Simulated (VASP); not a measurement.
# KBr (Pmc2_1) in VASP: a series of runs

The runs below take KBr through single point, with LDA.

All numbers are computed with VASP 6.6.1; they aren't measurements. Logs are shortened: lines on timing, memory, paths and dates and some standing lists are left out, and cuts for length are marked.

## Step 1: The cell of the first run

Symmetry: Pmc2_1, No. 26, orthorhombic system. Conventional cell: a = 3.830 Å, b = 3.830 Å, c = 7.660 Å, α = 90.00°, β = 90.00°, γ = 90.00°. Within 4.0 Å of K (site symmetry m) lie 8 Br at 3.02 to 3.64 Å and 6 K at 3.83 Å. Within 4.0 Å of Br (site symmetry m) lie 8 K at 3.02 to 3.64 Å and 6 Br at 3.83 to 3.84 Å.

## Step 2: Single point, LDA (atoms displaced along a vibrational mode)

The input, INCAR:

```
SYSTEM = KBr
ALGO = Normal ; EDIFF = 1E-6
ENCUT = 520 ; ISIF = 2
ISMEAR = 0 ; LASPH = .True.
LCHARG = .True. ; LELF = .True.
LREAL = .False. ; LVHAR = .True.
LWAVE = .False. ; NBANDS = 24
NELM = 80 ; PREC = Accurate
SIGMA = 0.05
```

The input, KPOINTS:

```
k-points
0
Gamma
  6 6 4
  0 0 0
```

The input, POSCAR:

```
KBr
1.0
    3.8300121826      0.0000000000      0.0000000000
    0.0000000000      3.8300121826      0.0000000000
    0.0000000000      0.0000000000      7.6600243652
K Br
2 2
Direct
    0.0000000000      0.0000000000     -0.0369711618
    0.0000000000      0.0000000000      0.4630288382
    0.4709139306      0.5000000000      0.2680905784
    0.5290860694      0.5000000000      0.7680905784
```

Potentials or basis: VASP PAW LDA potentials, release 64 (K_sv, Br).

Launch:

```sh
cat potpaw_LDA.64/K_sv/POTCAR potpaw_LDA.64/Br/POTCAR > POTCAR
mpirun -np 1 vasp_std > vasp.out
```

OUTCAR:

```text
SYSTEM = KBr
   EDIFF = 1E-6
   ENCUT = 520
   ISIF = 2
   ISMEAR = 0
   LASPH = .True.
   LREAL = .False.
   NELM = 80
   PREC = Accurate

 ion  position               nearest neighbor table
   1  0.000  0.000  0.963-   4 3.02   4 3.02   4 3.16   4 3.16
   2  0.000  0.000  0.463-   3 3.02   3 3.02   3 3.16   3 3.16
   3  0.471  0.500  0.268-   2 3.02   2 3.02   2 3.16   2 3.16
   4  0.529  0.500  0.768-   1 3.02   1 3.02   1 3.16   1 3.16

  LATTYP: Found a simple tetragonal cell.
 ALAT       =     3.8300121826
 C/A-ratio  =     2.0000000000

  Lattice vectors:

 A1 = (   3.8300121826,   0.0000000000,   0.0000000000)
 A2 = (   0.0000000000,   3.8300121826,   0.0000000000)
 A3 = (   0.0000000000,   0.0000000000,   7.6600243652)

Analysis of symmetry for initial positions (statically):
=====================================================================
 Subroutine PRICEL returns:
 Original cell was already a primitive cell.

 Routine SETGRP: Setting up the symmetry group for a
 simple tetragonal supercell.

 Subroutine GETGRP returns: Found  4 space group operations
 (whereof  2 operations were pure point group operations)
 out of a pool of 16 trial point group operations.

The static configuration has the point symmetry C_1h.
 The point group associated with its full space group is C_2v.

Analysis of symmetry for dynamics (positions and initial velocities):
=====================================================================
 Subroutine PRICEL returns:
 Original cell was already a primitive cell.

 Routine SETGRP: Setting up the symmetry group for a
 simple tetragonal supercell.

 Subroutine GETGRP returns: Found  4 space group operations
 (whereof  2 operations were pure point group operations)
 out of a pool of 16 trial point group operations.

The dynamic configuration has the point symmetry C_1h.
 The point group associated with its full space group is C_2v.

 Subroutine INISYM returns: Found  4 space group operations
 (whereof  2 operations are pure point group operations),
 and found     1 'primitive' translations

----------------------------------------------------------------------------------------

                                     Primitive cell

  volume of cell :     112.3648

  direct lattice vectors                    reciprocal lattice vectors
     3.830012183  0.000000000  0.000000000     0.261095775  0.000000000  0.000000000
     0.000000000  3.830012183  0.000000000     0.000000000  0.261095775  0.000000000
     0.000000000  0.000000000  7.660024365     0.000000000  0.000000000  0.130547888

  length of vectors
     3.830012183  3.830012183  7.660024365     0.261095775  0.261095775  0.130547888

  position of ions in fractional coordinates (direct lattice)
     0.000000000  0.000000000  0.963028838
     0.000000000  0.000000000  0.463028838
     0.470913931  0.500000000  0.268090578
     0.529086069  0.500000000  0.768090578

  ion indices of the primitive-cell ions
   primitive index   ion index
                 1           1
                 2           2
                 3           3
                 4           4

----------------------------------------------------------------------------------------

 KPOINTS: k-points

Automatic generation of k-mesh.
 Grid dimensions read from file:
 generate k-points for:    6    6    4

 Generating k-lattice:

  Cartesian coordinates                     Fractional coordinates (reciprocal lattice)
     0.043515963  0.000000000  0.000000000     0.166666667  0.000000000  0.000000000
     0.000000000  0.043515963  0.000000000     0.000000000  0.166666667  0.000000000
     0.000000000  0.000000000  0.032636972     0.000000000  0.000000000  0.250000000

  Length of vectors
     0.043515963  0.043515963  0.032636972

  Shift w.r.t. Gamma in fractional coordinates (k-lattice)
     0.000000000  0.000000000  0.000000000

 Subroutine IBZKPT returns following result:
 ===========================================

 Found     48 irreducible k-points:

 Following reciprocal coordinates:
            Coordinates               Weight
  0.000000  0.000000  0.000000      1.000000
  0.166667  0.000000  0.000000      2.000000
  0.000000  0.166667  0.000000      2.000000
  0.333333  0.000000  0.000000      2.000000
  0.000000  0.333333  0.000000      2.000000
  0.500000  0.000000  0.000000      1.000000
[... 16 lines left out ...]
  0.000000  0.500000  0.250000      2.000000
  0.166667  0.166667  0.250000      8.000000
 [... further k-points ...]
   k-points           NKPTS =     48   k-points in BZ     NKDIM =     48   number of bands    NBANDS=     24
   number of dos      NEDOS =    301   number of ions     NIONS =      4
   total plane-waves  NPLWV =  47040
   dimension x,y,z NGX =    28 NGY =   28 NGZ =   60
   dimension x,y,z NGXF=    56 NGYF=   56 NGZF=  120
   ions per type =               2   2
   NGX,Y,Z   is equivalent  to a cutoff of  12.15, 12.15, 13.02 a.u.
   NGXF,Y,Z  is equivalent  to a cutoff of  24.31, 24.31, 26.04 a.u.
 SYSTEM =  KBr
   PREC   = accura    normal or accurate (medium, high low for compatibility)
   ISTART =      0    job   : 0-new  1-cont  2-samecut
   ICHARG =      2    charge: 1-file 2-atom 10-const
   ISPIN  =      1    spin polarized calculation?
   LNONCOLLINEAR =      F non collinear calculations
   LSORBIT =      F    spin-orbit coupling
   LASPH  =      T    aspherical Exc in radial PAW
   ENCUT  =  520.0 eV  38.22 Ry    6.18 a.u.   7.12  7.12 14.24*2*pi/ulx,y,z
   NELM   =     80;   NELMIN=  2; NELMDL= -5     # of ELM steps
   EDIFF  = 0.1E-05   stopping-criterion for ELM
   LREAL  =      F    real-space projection
   EDIFFG = 0.1E-04   stopping-criterion for IOM
   NSW    =      0    number of steps for IOM
   IBRION =     -1    ionic relax: 0-MD 1-quasi-New 2-CG
   NFREE  =      0    steps in history (QN), initial steepest desc. (CG)
   ISIF   =      2    stress and relaxation
   ISYM   =      2    0-nonsym 1-usesym 2-fastsym
   POTIM  = 0.5000    time-step for ionic-motion
   TEBEG  =    0.0;   TEEND  =   0.0 temperature during run
   PSTRESS=    0.0 pullay stress
   NELECT =      32.0000    total number of electrons
   NUPDOWN=      -1.0000    fix difference up-down
   EMIN   =  10.00;   EMAX   =-10.00  energy-range for DOS
   EFERMI =   0.00;   METHOD = LEGACY
   ISMEAR =     0;   SIGMA  =   0.05  broadening in eV -4-tet -1-fermi 0-gaus
   EFERMI_NEDOS =   21; number of points for ismear=-14 and -15
   IALGO  =     38    algorithm
   IMIX   =      4    mixing-type and parameters
     AMIX     =   0.40;   BMIX     =  1.00
     AMIX_MAG =   1.60;   BMIX_MAG =  1.00
  volume/ion in A,a.u.               =      28.09       189.57
  Fermi-wavevector in a.u.,A,eV,Ry     =   1.077080  2.035386 15.784140  1.160102
  Thomas-Fermi vector in A             =   2.212982
   LORBIT       =      0    0 simple, 1 ext, 2 COOP (PROOUT), +10 PAW based schemes
   GGA     = CA    functional components
   LHFCALC =     F    Hartree Fock is set to
   AEXX    =    0.0000 exact exchange contribution
   IVDW    =     0    specifies the selected vdW correction
   LEPSILON=     F    determine dielectric tensor
   LRPA    =     F    only Hartree local field effects (RPA)
 non-spin polarized calculation
 Gauss-broadening in eV      SIGMA  =   0.05
  energy-cutoff  :      520.00
  volume of cell :      112.36
 maximum number of plane-waves:      3056
   NGX = 15   NGY = 15   NGZ = 29

 number of electron      32.0000005 magnetization

 Free energy of the ion-electron system (eV)
  ---------------------------------------------------
  ext. energy  EPLUGINS =         0.00000000
  ---------------------------------------------------
  free energy    TOTEN  =       -13.33031993 eV

  energy without entropy =      -13.33031993  energy(sigma->0) =      -13.33031993

 E-fermi :   0.1466     XC(G=0):  -8.9755

 val. band max:       -0.0791191985   @ k =   0.5000   0.5000   0.0000
 cond. band min:       3.9961123833   @ k =   0.0000   0.0000   0.0000
 fundamental gap:      4.0752315818
 Fermi energy:         0.1466246045

 k-point     1 :       0.0000    0.0000    0.0000
  band No.  band energies     occupation
      1     -28.0577      2.00000
      2     -28.0345      2.00000
      3     -13.4113      2.00000
      4     -13.2808      2.00000
      5     -11.7212      2.00000
      6     -11.7159      2.00000
[... 16 lines left out ...]
     23       9.1050      0.00000
     24       9.6045      0.00000

 k-point     2 :       0.1667    0.0000    0.0000
  band No.  band energies     occupation
      1     -28.0516      2.00000
      2     -28.0289      2.00000
      3     -13.3619      2.00000
      4     -13.3009      2.00000
      5     -11.8079      2.00000
      6     -11.7322      2.00000
[... 16 lines left out ...]
     23       8.6688      0.00000
     24       9.1979      0.00000

 k-point     3 :       0.0000    0.1667    0.0000
  band No.  band energies     occupation
      1     -28.0515      2.00000
      2     -28.0289      2.00000
      3     -13.3327      2.00000
      4     -13.3315      2.00000
      5     -11.8050      2.00000
      6     -11.7352      2.00000
[... 16 lines left out ...]
     23       8.6926      0.00000
     24       9.2022      0.00000

 k-point     4 :       0.3333    0.0000    0.0000
  band No.  band energies     occupation
      1     -28.0393      2.00000
      2     -28.0176      2.00000
      3     -13.4391      2.00000
      4     -13.1554      2.00000
      5     -11.9587      2.00000
      6     -11.7159      2.00000
[... 16 lines left out ...]
     23       8.7774      0.00000
     24       8.8291      0.00000

 k-point     5 :       0.0000    0.3333    0.0000
  band No.  band energies     occupation
      1     -28.0391      2.00000
      2     -28.0175      2.00000
      3     -13.4362      2.00000
      4     -13.1611      2.00000
      5     -11.9601      2.00000
      6     -11.7091      2.00000
[... 451 lines left out ...]
 k-point    22 :       0.5000    0.0000    0.2500
  band No.  band energies     occupation
      1     -28.0300      2.00000
      2     -28.0151      2.00000
      3     -13.4378      2.00000
      4     -13.1425      2.00000
      5     -11.9443      2.00000
      6     -11.7450      2.00000
[... 16 lines left out ...]
     23       8.3297      0.00000
     24       8.3337      0.00000

 k-point    23 :       0.0000    0.5000    0.2500
  band No.  band energies     occupation
      1     -28.0298      2.00000
      2     -28.0150      2.00000
      3     -13.4384      2.00000
      4     -13.1445      2.00000
      5     -11.9451      2.00000
      6     -11.7327      2.00000
[... 16 lines left out ...]
     23       8.3154      0.00000
     24       8.6132      0.00000

 k-point    24 :       0.1667    0.1667    0.2500
  band No.  band energies     occupation
      1     -28.0423      2.00000
      2     -28.0266      2.00000
      3     -13.3222      2.00000
      4     -13.2591      2.00000
      5     -11.8310      2.00000
      6     -11.7781      2.00000
[... 16 lines left out ...]
     23       8.5459      0.00000
     24       8.7839      0.00000

 [... further k-points ...]
[... 5 lines left out ...]
  --------------------------------------------------------------------------------------
  -------------------------------------------------------------------------------------
  Total        1.3311220      1.4102091      0.7124567      0.0000000      0.0000000      0.0000000
  in kB       18.9800777     20.1077565     10.1587115      0.0000000      0.0000000      0.0000000
  external PRESSURE =      16.4155153 kB  Pullay stress =       0.0000000 kB

 VOLUME and BASIS-vectors are now :
 -----------------------------------------------------------------------------
  energy-cutoff  :      520.00
  volume of cell :      112.36
      direct lattice vectors                 reciprocal lattice vectors
     3.830012183  0.000000000  0.000000000     0.261095775  0.000000000  0.000000000
     0.000000000  3.830012183  0.000000000     0.000000000  0.261095775  0.000000000
     0.000000000  0.000000000  7.660024365     0.000000000  0.000000000  0.130547888

 POSITION                                       TOTAL-FORCE (eV/Angst)
 -----------------------------------------------------------------------------------
      0.00000      0.00000      7.37682         0.199488      0.000000      0.504882
      0.00000      0.00000      3.54681        -0.199488      0.000000      0.504882
      1.80361      1.91501      2.05358         0.199771      0.000000     -0.504882
      2.02641      1.91501      5.88359        -0.199771      0.000000     -0.504882
 -----------------------------------------------------------------------------------
    total drift:                               -0.000000     -0.000000     -0.000610

  FREE ENERGIE OF THE ION-ELECTRON SYSTEM (eV)
  ---------------------------------------------------
  free  energy   TOTEN  =       -13.3303199265 eV

  energy  without entropy=      -13.3303199265  energy(sigma->0) =      -13.33031993
```

Wall time 36 s (1 thread of Intel Xeon 6975P-C (Granite Rapids), shared host); peak memory 0.24 GiB.

What came out:

```
Free energy            : -13.3303 eV
Pressure               : 1.6 GPa
Largest force          : 0.543 eV/Å
Band gap on the k mesh : 4.08 eV
```

Forces in eV/Å, atoms in the order of the input:
```
K    0.199  0.000  0.505
K   -0.199  0.000  0.505
Br   0.200  0.000 -0.505
Br  -0.200  0.000 -0.505
```

Levels at points of the mesh, in eV from the valence-band top:
| k point | band 14 | band 15 | band 16 | band 17 | band 18 | band 19 |
| --- | --- | --- | --- | --- | --- | --- |
| (0.00, 0.00, 0.00) | -0.30 | -0.30 | -0.29 | 4.08 | 5.31 | 5.88 |
| (0.50, 0.00, 0.00) | -0.39 | -0.23 | -0.07 | 5.00 | 6.44 | 6.66 |
| (0.00, 0.50, 0.00) | -0.38 | -0.22 | -0.07 | 4.97 | 6.44 | 6.67 |
| (0.50, 0.50, 0.00) | -1.68 | -1.68 | 0.00 | 5.06 | 6.76 | 7.18 |
| (0.00, 0.00, 0.50) | -0.30 | -0.30 | -0.30 | 5.41 | 5.41 | 5.79 |
| (0.50, 0.00, 0.50) | -1.04 | -0.24 | -0.24 | 5.93 | 5.93 | 6.74 |
| (0.00, 0.50, 0.50) | -1.06 | -0.22 | -0.22 | 5.95 | 5.95 | 6.74 |
| (0.50, 0.50, 0.50) | -1.76 | -1.05 | -1.05 | 6.10 | 6.10 | 7.49 |

Caveat: the cell differs from its parent crystal (atoms displaced along a vibrational mode). A k mesh can miss the band edges.

## Step 3: Single point, LDA (atoms displaced along a vibrational mode)

The input, INCAR:

```
PREC = Accurate
ENCUT = 520
EDIFF = 1E-6
ISMEAR = 0
SIGMA = 0.05
LREAL = False
LASPH = True
NELM = 60
ALGO = Normal
ISIF = 2
LWAVE = False
LCHARG = False
NBANDS = 24
```

The input, KPOINTS:

```
Automatic mesh
0
Gamma
  6 6 4
```

The input, POSCAR:

```
KBr
1.0
    3.8300121826      0.0000000000      0.0000000000
    0.0000000000      3.8300121826      0.0000000000
    0.0000000000      0.0000000000      7.6600243652
K Br
2 2
Direct
    0.0000000000      0.0000000000     -0.0184855809
    0.0000000000      0.0000000000      0.4815144191
    0.4709139306      0.5000000000      0.2590452892
    0.5290860694      0.5000000000      0.7590452892
```

Potentials or basis: VASP PAW LDA potentials, release 64 (K_sv, Br).

Launch:

```sh
cat potpaw_LDA.64/K_sv/POTCAR potpaw_LDA.64/Br/POTCAR > POTCAR
mpirun -np 1 vasp_std > vasp.out
```

Wall time 34 s (1 thread of Intel Xeon 6975P-C (Granite Rapids), shared host); peak memory 0.24 GiB.

Results (log left out):

```
Free energy            : -13.4888 eV
Pressure               : 0.5 GPa
Largest force          : 0.282 eV/Å
Band gap on the k mesh : 4.06 eV
```

Forces in eV/Å, atoms in the order of the input:
```
K    0.093  0.000  0.248
K   -0.093  0.000  0.248
Br   0.134  0.000 -0.248
Br  -0.134  0.000 -0.248
```

Stress tensor (GPa, compression positive):
```
0.59 0.00 0.00
0.00 0.66 0.00
0.00 0.00 0.40
```

Levels at points of the mesh, in eV from the valence-band top:
| k point | band 13 | band 14 | band 15 | band 16 | band 17 | band 18 | band 19 | band 20 |
| --- | --- | --- | --- | --- | --- | --- | --- | --- |
| (0.00, 0.00, 0.00) | -0.33 | -0.32 | -0.31 | -0.30 | 4.06 | 5.34 | 5.48 | 6.77 |
| (0.50, 0.00, 0.00) | -1.72 | -0.35 | -0.32 | -0.01 | 4.95 | 6.38 | 6.80 | 6.82 |
| (0.00, 0.50, 0.00) | -1.72 | -0.33 | -0.31 | -0.01 | 4.92 | 6.38 | 6.79 | 6.80 |
| (0.50, 0.50, 0.00) | -1.90 | -1.72 | -1.72 | 0.00 | 4.94 | 6.47 | 7.41 | 7.43 |
| (0.00, 0.00, 0.50) | -0.32 | -0.32 | -0.31 | -0.31 | 5.38 | 5.38 | 5.85 | 5.85 |
| (0.50, 0.00, 0.50) | -1.10 | -1.10 | -0.19 | -0.19 | 5.98 | 5.98 | 6.74 | 6.74 |
| (0.00, 0.50, 0.50) | -1.11 | -1.11 | -0.17 | -0.17 | 5.99 | 5.99 | 6.73 | 6.73 |
| (0.50, 0.50, 0.50) | -1.81 | -1.81 | -1.08 | -1.08 | 5.98 | 5.98 | 7.54 | 7.54 |

Caveat: the cell differs from its parent crystal (atoms displaced along a vibrational mode). A k mesh can miss the band edges.
